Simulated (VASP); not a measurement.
Wanted: the native input for a VASP 6.6.1 run.

```yaml
Task: single point
Functional: PBEsol
Potentials_or_basis: VASP PAW PBE potentials, release 64 (Al, Cu)
Cutoff: 520 eV
k_mesh: 14 × 14 × 14
Occupations: gaussian, width 0.15 eV
Spin: no spin polarisation
Dipole_correction: no
Further_INCAR_settings: ALGO = Fast; EDIFF = 1e-06; NBANDS = 26
```

The structure of AlCu3 lies in POSCAR:

```
AlCu3
1.0
    3.6318704092      0.0000000000      0.0000000000
    0.0000000000      3.6318704092      0.0000000000
    0.0000000000      0.0000000000      3.6318704092
Al Cu
1 3
Direct
    0.0190699760      0.0000000000      0.0000000000
    0.5104068196      0.5000000000      0.0000000000
    0.5104068196      0.0000000000      0.5000000000
   -0.0289107232      0.5000000000      0.5000000000
```

This cell differs from its parent crystal: mode 7 (198.7 1/cm) frozen in, largest displacement +0.105 Å.

One way to write it, as run:

INCAR

```
SYSTEM = AlCu3
PREC = Accurate
ENCUT = 520
EDIFF = 1E-6
ISMEAR = 0
SIGMA = 0.15
LREAL = .FALSE.
LASPH = .TRUE.
NELM = 60
ALGO = Fast
ISIF = 2
LWAVE = .FALSE.
LCHARG = .TRUE.
GGA = PS
LELF = .TRUE.
LVHAR = .TRUE.
NBANDS = 26
```

KPOINTS

```
Automatic mesh
0
G
  14 14 14
  0 0 0
```

Potentials or basis: VASP PAW PBE potentials, release 64 (Al, Cu).

Command:

```console
$ cat potpaw_PBE.64/Al/POTCAR potpaw_PBE.64/Cu/POTCAR > POTCAR
$ mpirun -np 1 vasp_std > vasp.out
```

It gave:

* Pressure: 1.5 GPa
* Largest force: 0.981 eV/Å
* Band gap on the k mesh: zero (band 18 reaches 12.34 eV, above the bottom of band 19 at 6.80 eV)

Caveat: the cell differs from its parent crystal (mode 7 (198.7 1/cm) frozen in, largest displacement +0.105 Å); the PAW data sets were made with another functional, which shifts forces and pressure a little.

Run time: 3.8 min on 1 thread of AMD EPYC 9R45 96-Core Processor (Zen 5), with other jobs on the host, peak memory 0.35 GiB.
